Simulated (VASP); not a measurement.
## FeGe (NiAs type): single point with PBE

The system is FeGe (NiAs type).

```
CELL_PARAMETERS angstrom
3.67239 0.00000 0.00000
-1.83620 3.18038 0.00000
0.00000 0.00000 5.04574
ATOMIC_POSITIONS crystal
Fe 0.00000 0.00000 0.00000
Fe 0.00000 0.00000 0.50000
Ge 0.33333 0.66667 0.25000
Ge 0.66667 0.33333 0.75000
```

| Property | Result |
| --- | --- |
| Program | VASP 6.6.1 |
| Task | single point |
| Functional | PBE |
| Potentials or basis | VASP PAW PBE potentials, release 64 (Fe, Ge_d) |
| Cutoff | 520 eV |
| k mesh | 10 × 10 × 6 |
| Occupations | fermi-dirac, width 0.05 eV |
| Spin | collinear spin, ferromagnetic start |
| Starting moments | [2.5, 2.5, 0.0, 0.0] μB |

```yaml
Pressure: -1.9 GPa
Net_moment: 3.03 μB per cell
Site_moments: Fe +1.64; Ge -0.10 μB
Valence_electrons_inside_the_program's_atomic_spheres: Fe 7.29; Ge 12.41
```

Stress tensor (GPa, compression positive):
```
-1.95  0.00  0.00
 0.00 -1.95  0.00
 0.00  0.00 -1.82
```

Levels at points of the mesh, in eV from the Fermi level:
Spin up:
```tsv
k point	band 19	band 20	band 21	band 22	band 23	band 24	band 25	band 26	band 27	band 28
(0.00, 0.00, 0.00)	-1.85	-1.85	-1.04	-1.04	1.07	2.76	2.76	4.95	4.95	5.23
(0.50, 0.00, 0.00)	-1.71	-1.60	-1.41	-1.20	-1.05	-0.88	-0.86	1.18	2.96	5.77
(0.00, 0.00, 0.50)	-2.01	-2.01	-2.01	-2.01	1.89	1.89	4.41	4.41	4.41	4.41
(0.50, 0.00, 0.50)	-1.60	-1.60	-1.58	-1.58	-1.31	-1.31	2.00	2.00	3.87	3.87
```
Spin down:
| k point | band 17 | band 18 | band 19 | band 20 | band 21 | band 22 | band 23 | band 24 |
| --- | --- | --- | --- | --- | --- | --- | --- | --- |
| (0.00, 0.00, 0.00) | -0.93 | -0.93 | -0.47 | -0.47 | 0.85 | 0.85 | 2.33 | 2.76 |
| (0.50, 0.00, 0.00) | -1.97 | -1.76 | -0.91 | -0.23 | -0.11 | 0.05 | 0.40 | 0.74 |
| (0.00, 0.00, 0.50) | -1.75 | -1.75 | -0.25 | -0.25 | -0.25 | -0.25 | 2.13 | 2.13 |
| (0.50, 0.00, 0.50) | -1.58 | -1.58 | -0.30 | -0.30 | 0.10 | 0.10 | 0.23 | 0.23 |

Run time: 4.7 min on 1 thread of Oxide Virtual Turin-like Processor, on a shared host, peak memory 0.27 GiB.
